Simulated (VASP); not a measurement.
Write the native input for VASP 6.6.1 that does the following.

- Task: single point
- Functional: PBE
- Potentials or basis: VASP PAW PBE potentials, release 64 (Al)
- Cutoff: 520 eV
- k mesh: 3 × 3 × 3
- Occupations: fermi-dirac, width 0.1 eV
- Spin: no spin polarisation
- Dipole correction: no
- Further INCAR settings: LREAL = Auto; ALGO = Normal; EDIFF = 1e-07; NBANDS = 72

The structure of Al (a cell with a defect) lies in POSCAR:

```
Al
1.0
    8.1000000000      0.0000000000      0.0000000000
    0.0000000000      8.1000000000      0.0000000000
    0.0000000000      0.0000000000      8.1000000000
Al
33
Direct
    0.5050800000      0.0065851852      0.0002209877
    0.7500692593      0.2488807407      0.0001534568
    0.7500704938      0.0070632099      0.2446870370
   -0.0048659259      0.0065928395      0.0002288889
    0.2501309877      0.2437100000     -0.0003029630
    0.5124802469      0.4983558025     -0.0023296296
    0.7500639506      0.7561787654     -0.0001330864
    0.2501409877     -0.0107376543      0.2301582716
    0.4896218519      0.2567586420      0.2591308642
    0.7501909877      0.4976807407      0.2374312346
    0.5188212346     -0.0086741975      0.4990369136
    0.7501993827      0.2423819753      0.4994549383
    0.7500624691      0.0059576543      0.7548279012
   -0.0123339506      0.4983519753     -0.0023338272
    0.2501437037      0.7649240741     -0.0061658025
    0.0105782716      0.2566808642      0.2590539506
    0.2499890123      0.5154296296      0.1921337037
    0.5032371605      0.7507065432      0.2465411111
   -0.0186664198     -0.0086703704      0.4990385185
    0.2500086420      0.1544544444      0.4988507407
    0.5514623457      0.5110112346      0.5016283951
    0.7501891358      0.7639955556      0.4985727160
    0.2501414815     -0.0056633333      0.7679986420
    0.4920183951      0.2545412346      0.7409196296
    0.7501895062      0.4983962963      0.7629022222
   -0.0030570370      0.7508013580      0.2464644444
   -0.0506603704      0.5110119753      0.5016328395
    0.2500593827      0.7744820988      0.5005756790
    0.0081614815      0.2544608642      0.7410153086
    0.2499907407      0.5097095062      0.7935623457
    0.5033961728      0.7522053086      0.7518674074
   -0.0032211111      0.7522916049      0.7519483951
    0.2505206173      0.4510067901      0.4898927160
```

These files were run (other wordings do the same):

INCAR

```
  PREC = Accurate
  ENCUT = 520
  EDIFF = 1E-7
  ISMEAR = -1
  SIGMA = 0.1
  LREAL = Auto
  LASPH = T
  NELM = 60
  ALGO = Normal
  ISIF = 2
  LWAVE = F
  LCHARG = T
  GGA = PE
  LELF = T
  LVHAR = T
  NBANDS = 72
```

KPOINTS

```
regular mesh
0
Gamma
  3 3 3
```

Potentials or basis: VASP PAW PBE potentials, release 64 (Al).

Command:

```bash
$ cat potpaw_PBE.64/Al/POTCAR > POTCAR
$ mpirun -np 1 vasp_std > vasp.out
```

Results of the run:

```
Pressure               : 4.8 GPa
Largest force          : 0.049 eV/Å
Band gap on the k mesh : zero (an odd number of electrons rules out a gap without spin polarisation)
```

Wall time 3.5 min on 1 thread of Intel(R) Xeon(R) 6975P-C (Granite Rapids), with other jobs on the host, peak memory 0.64 GiB.
